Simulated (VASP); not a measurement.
Wanted: the native input for a VASP 6.6.1 run.

```yaml
Task: single point
Functional: PBEsol
Potentials_or_basis: VASP PAW PBE potentials, release 64 (B, N)
Cutoff: 520 eV
k_mesh: 12 × 12 × 4
Occupations: gaussian, width 0.05 eV
Spin: no spin polarisation
Dipole_correction: no
Further_INCAR_settings: ALGO = Normal; EDIFF = 1e-07; NBANDS = 16
```

The structure of BN lies in POSCAR:

```
BN
1.0
    2.3840157821      0.0000000000      0.0000000000
   -1.1920078911      2.0646182303      0.0000000000
    0.0000000000      0.0000000000      7.2002044652
B N
2 2
Direct
    0.3333333333      0.6666666667      0.2500000000
    0.6666666667      0.3333333333      0.7500000000
    0.3333333333      0.6666666667      0.7500000000
    0.6666666667      0.3333333333      0.2500000000
```

This cell differs from its parent crystal: volume 8.860 Å^3 an atom, c/a of the conventional cell 3.0202.

The input as run:

INCAR

```
  PREC = Accurate
  ENCUT = 520
  EDIFF = 1E-7
  ISMEAR = 0
  SIGMA = 0.05
  LREAL = False
  LASPH = True
  NELM = 100
  ALGO = Normal
  ISIF = 2
  LWAVE = False
  LCHARG = False
  GGA = PS
  NBANDS = 16
```

KPOINTS

```
Automatic mesh
0
Gamma
  12 12 4
```

Potentials or basis: VASP PAW PBE potentials, release 64 (B, N).

Command:

```sh
$ cat potpaw_PBE.64/B/POTCAR potpaw_PBE.64/N/POTCAR > POTCAR
$ mpirun -np 1 vasp_std > vasp.out
```

Results of the run:

| Item | Value |
| --- | --- |
| Pressure | 40.8 GPa |
| Band gap on the k mesh | 4.52 eV, indirect (least direct gap 4.97 eV) |

Caveat: the PAW data sets were made with another functional, which shifts forces and pressure a little; this functional lacks dispersion, which binds the layers, so the pressure and a relaxed spacing across them are unreliable.

Wall time 56 s on 1 thread of Intel(R) Xeon(R) Platinum 8259CL CPU @ 2.50GHz (Skylake/Cascade Lake), on a shared host, peak memory 0.15 GiB.
